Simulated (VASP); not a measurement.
Set up this calculation in VASP 6.6.1, as the native input.

| Item | Value |
| --- | --- |
| Task | single point |
| Functional | PBE |
| Potentials or basis | VASP PAW PBE potentials, release 64 (Zn, Cd, Se) |
| Cutoff | 520 eV |
| k mesh | 10 × 10 × 4 |
| Occupations | gaussian, width 0.1 eV |
| Spin | no spin polarisation |
| Dipole correction | no |
| Further INCAR settings | ALGO = Normal; EDIFF = 1e-06; NBANDS = 36 |

The structure of ZnCd2Se3 lies in POSCAR:

```
ZnCd2Se3
1.0
    3.8045576009      0.0000000000      0.0000000000
    0.0000000000      3.8045576009      0.0000000000
    0.0000000000      0.0000000000     11.7671955013
Zn Cd Se
1 2 3
Direct
    0.0000000000      0.0000000000      0.0000000000
    0.0000000000      0.5000000000      0.5947223570
    0.5000000000      0.0000000000      0.4052776430
    0.0000000000      0.5000000000      0.3543521722
    0.5000000000      0.0000000000      0.6456478278
    0.5000000000      0.5000000000      0.0000000000
```

The cell was built from a structure type or drawn by symmetry, and may not be a known phase.

These files were run (other wordings do the same):

INCAR

```
ALGO = Normal
EDIFF = 1E-6
ENCUT = 520
GGA = PE
ISIF = 2
ISMEAR = 0
LASPH = T
LCHARG = F
LREAL = F
LWAVE = F
NBANDS = 36
NELM = 80
PREC = Accurate
SIGMA = 0.1
```

KPOINTS

```
k-points
0
Gamma
  10 10 4
```

Potentials or basis: VASP PAW PBE potentials, release 64 (Zn, Cd, Se).

Run with:

```console
$ cat potpaw_PBE.64/Zn/POTCAR potpaw_PBE.64/Cd/POTCAR potpaw_PBE.64/Se/POTCAR > POTCAR
$ mpirun -np 1 vasp_std > vasp.out
```

Results of the run:

```
Pressure               : 0.3 GPa
Largest force          : 0.040 eV/Å
Band gap on the k mesh : zero (bands 27 and 28 overlap by 0.62 eV)
```

Caveat: semilocal functionals underestimate gaps, so a narrow gap can read as zero.

It took 9.1 min on 1 thread of Intel Xeon 8259CL, with other jobs on the host, peak memory 0.5 GiB.
